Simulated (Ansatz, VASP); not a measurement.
One calculation of MgHgSe2, two programs

POSCAR

```
MgHgSe2
1.0
    4.3138610695      0.0000000000      0.0000000000
    0.0000000000      4.3138610695      0.0000000000
    0.0000000000      0.0000000000      5.9854478202
Mg Se Hg
1 2 1
Direct
    0.0000000000      0.0000000000      0.0000000000
    0.0000000000      0.5000000000      0.2354752525
    0.5000000000      0.0000000000      0.7645247475
    0.5000000000      0.5000000000      0.5000000000
```

File INCAR.step1:

```
SYSTEM = MgHgSe2
PREC = Accurate
ENCUT = 520
EDIFF = 1E-5
ISMEAR = 0
SIGMA = 0.01
LREAL = .False.
LASPH = .True.
NELM = 100
ALGO = Normal
ISIF = 2
LWAVE = .True.
GGA = PE
NBANDS = 21
```

Contents of INCAR.step2:

```
SYSTEM = MgHgSe2
PREC = Accurate
ENCUT = 520
EDIFF = 1E-6
ISMEAR = 0
SIGMA = 0.01
LREAL = .False.
LASPH = .True.
NELM = 100
ALGO = Normal
ISIF = 2
LWAVE = .False.
LCHARG = .True.
GGA = PE
LHFCALC = .True.
HFSCREEN = 0.2079
PRECFOCK = Normal
LELF = .True.
LVHAR = .True.
ISTART = 1
NBANDS = 21
```

KPOINTS

```
Automatic mesh
0
Gamma
  4 4 4
  0 0 0
```

Input for Ansatz:

```yaml
crystal:
  lattice:
    - [4.3138610695, 0.0, 0.0]
    - [0.0, 4.3138610695, 0.0]
    - [0.0, 0.0, 5.9854478202]
  atoms:
    - { symbol: Mg, position: [0.0, 0.0, 0.0] }
    - { symbol: Se, position: [0.0, 0.5, 0.2354752525] }
    - { symbol: Hg, position: [0.5, 0.5, 0.5] }
    - { symbol: Se, position: [0.5, 0.0, 0.7645247475] }
kpoints:
  mp_grid: { grid: [4, 4, 4] }
  band_path:
    path:
      - [0.0, 0.0, 0.0]
      - [0.0, 0.5, 0.0]
      - [0.5, 0.5, 0.0]
      - [0.0, 0.0, 0.5]
      - [0.0, 0.5, 0.5]
      - [0.5, 0.5, 0.5]
    npoints: 1
hamiltonian:
  xc: hse06
scf:
  occupations: { method: fixed }
  n_extra_bands: 5
output:
  forces: true
  stress: true
  eigenvalues: true
```

Alike in both runs: task single point; functional HSE06; k mesh 4 × 4 × 4; no spin polarisation.

```csv
,VASP,Ansatz
version,VASP 6.6.1,Ansatz 0.2.0
potentials or method,"VASP PAW PBE potentials, release 64 (Mg, Se, Hg)","plane waves, PAW"
plane-wave cutoff (eV),520,420
occupations,"gaussian, width 0.01 eV",fixed
valence electrons in the cell,26,62
```

VASP gave:

- gap on the k mesh at the Fermi level (eV): 1.48
- pressure (GPa): 0.0
- rms of the force components (eV/Å): 0.006

Problem. Which values does Ansatz return?

Solution. gap on the k mesh at the Fermi level (eV): 1.48; pressure (GPa): 0.0; rms of the force components (eV/Å): 0.023.

VASP's potentials hold 26 valence electrons a cell and Ansatz's 62, so a difference there can come from the potentials and not from the codes. Ansatz's warnings: stress exchange threshold loose, stress scf threshold loose.

Neither program's run includes spin-orbit coupling.
